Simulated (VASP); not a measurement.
# NaCl (Fm-3m) in VASP: further runs, part 2 of 2

VASP 6.6.1. Earlier steps stand in the parts before.

## 4. Single point, revPBE, collinear spin

This run uses another cell than the first one, of 21.49 Å³/atom.

Contents of INCAR:

```
SYSTEM = NaCl
PREC = Accurate ; ENCUT = 500
EDIFF = 1E-6 ; ISMEAR = 0
SIGMA = 0.1 ; LREAL = .FALSE.
LASPH = .TRUE. ; NELM = 200
ALGO = Normal ; ISIF = 2
LWAVE = .FALSE. ; LCHARG = .FALSE.
ISPIN = 2 ; MAGMOM = 0 4
LORBIT = 11 ; GGA = RE
NBANDS = 18 ; GGA_COMPAT = .FALSE.
```

Contents of KPOINTS:

```
regular mesh
0
G
  4 4 4
  0 0 0
```

Contents of POSCAR:

```
NaCl
1.0
    0.0000000000      2.7800224620      2.7800224620
    2.7800224620      0.0000000000      2.7800224620
    2.7800224620      2.7800224620      0.0000000000
Na Cl
1 1
Direct
    0.0000000000      0.0000000000      0.0000000000
    0.5000000000      0.5000000000      0.5000000000
```

Potentials or basis: VASP PAW PBE potentials, release 64 (Na_pv, Cl).

The run is started by

```
$ cat potpaw_PBE.64/Na_pv/POTCAR potpaw_PBE.64/Cl/POTCAR > POTCAR
$ mpirun -np 1 vasp_std > vasp.out
```

OUTCAR:

```text
SYSTEM = NaCl
   PREC = Accurate
   ENCUT = 500
   EDIFF = 1E-6
   ISMEAR = 0
   LREAL = .FALSE.
   LASPH = .TRUE.
   NELM = 200
   ISIF = 2
   ISPIN = 2
   LORBIT = 11
   GGA = RE

 ion  position               nearest neighbor table
   1  0.000  0.000  0.000-
   2  0.500  0.500  0.500-

  LATTYP: Found a face centered cubic cell.
 ALAT       =     5.5600449240

  Lattice vectors:

 A1 = (   0.0000000000,   2.7800224620,   2.7800224620)
 A2 = (   2.7800224620,   0.0000000000,   2.7800224620)
 A3 = (   2.7800224620,   2.7800224620,   0.0000000000)

Analysis of symmetry for initial positions (statically):
=====================================================================
 Subroutine PRICEL returns:
 Original cell was already a primitive cell.

 Routine SETGRP: Setting up the symmetry group for a
 face centered cubic supercell.

 Subroutine GETGRP returns: Found 48 space group operations
 (whereof 48 operations were pure point group operations)
 out of a pool of 48 trial point group operations.

The static configuration has the point symmetry O_h .

Analysis of symmetry for dynamics (positions and initial velocities):
=====================================================================
 Subroutine PRICEL returns:
 Original cell was already a primitive cell.

 Routine SETGRP: Setting up the symmetry group for a
 face centered cubic supercell.

 Subroutine GETGRP returns: Found 48 space group operations
 (whereof 48 operations were pure point group operations)
 out of a pool of 48 trial point group operations.

The dynamic configuration has the point symmetry O_h .

Analysis of structural, dynamic, and magnetic symmetry:
=====================================================================
 Subroutine PRICEL returns:
 Original cell was already a primitive cell.

 Routine SETGRP: Setting up the symmetry group for a
 face centered cubic supercell.

[... 134 lines left out ...]
  free energy    TOTEN  =        -6.38838757 eV

  energy without entropy =       -6.38838757  energy(sigma->0) =       -6.38838757

 E-fermi :   0.1301     XC(G=0):  -8.0646

 val. band max:       -0.3714318464   @ k =   0.0000   0.0000   0.0000
 cond. band min:       5.1777457108   @ k =   0.0000   0.0000   0.0000
 fundamental gap:      5.5491775572
 Fermi energy:         0.1300847929

 spin component 1

 k-point     1 :       0.0000    0.0000    0.0000
  band No.  band energies     occupation
      1     -21.1275      1.00000
      2     -21.1275      1.00000
      3     -21.1275      1.00000
      4     -13.1195      1.00000
      5      -0.3715      1.00000
      6      -0.3715      1.00000
[... 144 lines left out ...]
      4     -12.6757      1.00000
      5      -1.6097      1.00000
      6      -1.6097      1.00000
[... 10 lines left out ...]
     17      22.2994      0.00000
     18      22.2994      0.00000
 Fermi energy:         0.1300847929

 spin component 2

 k-point     1 :       0.0000    0.0000    0.0000
  band No.  band energies     occupation
      1     -21.1274      1.00000
      2     -21.1274      1.00000
      3     -21.1274      1.00000
      4     -13.1194      1.00000
      5      -0.3714      1.00000
      6      -0.3714      1.00000
[... 145 lines left out ...]
      5      -1.6096      1.00000
      6      -1.6096      1.00000
[... 10 lines left out ...]
     17      22.2994      0.00000
     18      22.2994      0.00000

------------------------ aborting loop because EDIFF is reached ----------------------------------------

  FORCE on cell =-STRESS in cart. coord.  units (eV):
  Direction    XX          YY          ZZ          XY          YZ          ZX
  --------------------------------------------------------------------------------------
  -------------------------------------------------------------------------------------
  Total        1.0048238      1.0048238      1.0048238      0.0000000     -0.0000000      0.0000000
  in kB       37.4649854     37.4649854     37.4649854      0.0000000     -0.0000000      0.0000000
  external PRESSURE =      37.4649854 kB  Pullay stress =       0.0000000 kB

 VOLUME and BASIS-vectors are now :
 -----------------------------------------------------------------------------
  energy-cutoff  :      500.00
  volume of cell :       42.97
      direct lattice vectors                 reciprocal lattice vectors
     0.000000000  2.780022462  2.780022462    -0.179854662  0.179854662  0.179854662
     2.780022462  0.000000000  2.780022462     0.179854662 -0.179854662  0.179854662
     2.780022462  2.780022462  0.000000000     0.179854662  0.179854662 -0.179854662

 POSITION                                       TOTAL-FORCE (eV/Angst)
 -----------------------------------------------------------------------------------
      0.00000      0.00000      0.00000         0.000000      0.000000      0.000000
      2.78002      2.78002      2.78002         0.000000     -0.000000      0.000000
 -----------------------------------------------------------------------------------
    total drift:                               -0.000000      0.000000      0.000000

  FREE ENERGIE OF THE ION-ELECTRON SYSTEM (eV)
  ---------------------------------------------------
  free  energy   TOTEN  =        -6.3883875694 eV

  energy  without entropy=       -6.3883875694  energy(sigma->0) =       -6.38838757

 total charge

# of ion       s       p       d       tot
------------------------------------------
    1        0.044   5.984   0.000   6.027
    2        1.591   3.620   0.000   5.212
--------------------------------------------------
tot          1.635   9.604   0.000  11.239

 magnetization (x)

# of ion       s       p       d       tot
------------------------------------------
    1       -0.000  -0.000   0.000  -0.000
    2        0.000   0.000   0.000   0.000
--------------------------------------------------
tot          0.000   0.000   0.000   0.000
```

It took 16 s on 1 thread of Intel Xeon 8259CL, shared host; peak memory 0.17 GiB.

What came out:

```
Free energy                                           : -6.3884 eV
Pressure                                              : 3.7 GPa
Band gap on the k mesh                                : 5.55 eV
Net moment                                            : 0.00 μB per cell
Valence electrons inside the program's atomic spheres : Na 6.03; Cl 5.21
```

Levels at points of the mesh, in eV from the valence-band top:
Spin up:
| k point | band 3 | band 4 | band 5 | band 6 | band 7 | band 8 | band 9 | band 10 | band 11 | band 12 |
| --- | --- | --- | --- | --- | --- | --- | --- | --- | --- | --- |
| (0.00, 0.00, 0.00) | -20.76 | -12.75 | 0.00 | 0.00 | 0.00 | 5.55 | 11.30 | 11.30 | 11.30 | 13.47 |
| (0.50, 0.00, 0.00) | -20.76 | -12.37 | -2.00 | -0.28 | -0.28 | 7.57 | 11.23 | 11.23 | 11.23 | 15.57 |
| (0.50, 0.50, 0.00) | -20.77 | -12.32 | -1.73 | -0.62 | -0.62 | 7.89 | 8.23 | 11.87 | 15.44 | 15.44 |
Spin down:
| k point | band 4 | band 5 | band 6 | band 7 | band 8 | band 9 | band 10 | band 11 |
| --- | --- | --- | --- | --- | --- | --- | --- | --- |
| (0.00, 0.00, 0.00) | -12.75 | 0.00 | 0.00 | 0.00 | 5.55 | 11.30 | 11.30 | 11.30 |
| (0.50, 0.00, 0.00) | -12.37 | -2.00 | -0.28 | -0.28 | 7.57 | 11.23 | 11.23 | 11.23 |
| (0.50, 0.50, 0.00) | -12.32 | -1.73 | -0.62 | -0.62 | 7.89 | 8.23 | 11.87 | 15.44 |

Caveat: the k points lie up to 0.49 Å⁻¹ apart; the PAW data sets were made with another functional, which shifts forces and pressure a little.

## 5. Single point, PBEsol

Contents of INCAR:

```
  PREC = Accurate
  ENCUT = 500
  EDIFF = 1E-6
  ISMEAR = 0
  SIGMA = 0.1
  LREAL = False
  LASPH = True
  NELM = 120
  ALGO = Normal
  ISIF = 2
  LWAVE = False
  LCHARG = True
  GGA = PS
  LELF = True
  LVHAR = True
  NBANDS = 14
  ISYM = 0
  GGA_COMPAT = False
```

Contents of KPOINTS:

```
Automatic mesh
0
Gamma
  5 3 4
```

Contents of POSCAR:

```
NaCl
1.0
    0.0000000000      2.7940632177      2.7940632177
    2.7940632177      0.0000000000      2.7940632177
    2.7940632177      2.7940632177      0.0000000000
Na Cl
1 1
Direct
    0.0000000000      0.0000000000      0.0000000000
    0.5000000000      0.5000000000      0.5000000000
```

The run is started by

```
$ cat potpaw_PBE.64/Na_pv/POTCAR potpaw_PBE.64/Cl/POTCAR > POTCAR
$ mpirun -np 1 vasp_std > vasp.out
```

Run time: 16 s. Hardware: 1 thread of Intel Xeon 8259CL, shared host; peak memory 0.16 GiB.

Results (log left out):

* Free energy: -6.9936 eV
* Pressure: 0.2 GPa
* Band gap on the k mesh: 5.03 eV

Levels at points of the mesh, in eV from the valence-band top:
```
           k point  band 5  band 6  band 7  band 8  band 9  band 10
(0.00, 0.00, 0.00)    0.00    0.00    0.00    5.03   11.02    11.02
(0.00, 0.00, 0.50)   -2.06   -0.29   -0.29    7.12   10.72    10.92
```

Caveat: the k points lie up to 0.55 Å⁻¹ apart; the PAW data sets were made with another functional, which shifts forces and pressure a little.

## 6. The runs side by side

| level | spin | cell | k mesh | gap on the mesh (eV) | pressure (GPa) | moment (μB) |
| --- | --- | --- | --- | --- | --- | --- |
| PBE | collinear, zero start | a = 3.951 Å, angles 60.0°, 2 atoms | 3 × 3 × 2 | 5.20 | 2.0 | 0.00 |
| revPBE | collinear | a = 3.932 Å, angles 60.0°, 2 atoms | 4 × 4 × 4 | 5.55 | 3.7 | 0.00 |
| PBEsol | off | a = 3.951 Å, angles 60.0°, 2 atoms | 5 × 3 × 4 | 5.03 | 0.2 | - |

Alike in all rows: task single point; potentials or basis VASP PAW PBE potentials, release 64 (Na_pv, Cl); cutoff (eV) 500; smearing gaussian 0.1 eV.

Caveats: all runs use coarse meshes; the PAW data sets were made with another functional, which shifts forces and pressure a little (at least some runs).

Absolute energies hang on the potentials; compare differences alone.
